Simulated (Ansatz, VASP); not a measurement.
**One calculation of Mg2BeS3, two programs**

```xyz
6
Lattice="3.3110 1.9116 3.0352 -3.3110 1.9116 3.0352 0.0000 -3.8232 3.0352" Properties=species:S:1:pos:R:3 pbc="T T T"
Mg    0.0000    0.0000    6.1505
Mg    0.0000    0.0000    2.9550
Be    0.0000    0.0000    0.0000
S    -1.6555    0.9558    1.5176
S     1.6555    0.9558    1.5176
S     0.0000   -1.9116    1.5176
```

Change from the starting cell: species swapped into the Dy2Al3Co type (R-3m, No. 166).

Alike in both runs: task relaxation of cell and atoms; functional PBE; k mesh 12 × 12 × 12; occupations gaussian, width 0.1 eV; no spin polarisation.

|  | VASP | Ansatz |
| --- | --- | --- |
| version | VASP 6.6.1 | Ansatz 0.2.0 |
| potentials or method | VASP PAW PBE potentials, release 64 (Mg, Be, S), cutoff 600 eV | scalar-relativistic, plane waves, PAW |
| valence electrons in the cell | 24 | 40 |

Ansatz gave:

| Property | Result |
| --- | --- |
| gap on the k mesh at the Fermi level, each at its own relaxed structure (eV) | none |
| relaxed volume (Å³/atom) | 19.38 |
| relaxed length of the cell vector where the two differ most in proportion (Å) | 4.895 |

Task: What did VASP give for the same quantities?

Result: gap on the k mesh at the Fermi level, each at its own relaxed structure (eV): none; relaxed volume (Å³/atom): 19.33; relaxed length of the cell vector where the two differ most in proportion (Å): 4.890.

A gap of «none» marks a metal or a gap that the smearing closes. VASP's potentials hold 24 valence electrons a cell and Ansatz's 40, so a difference there can come from the potentials and not from the codes.
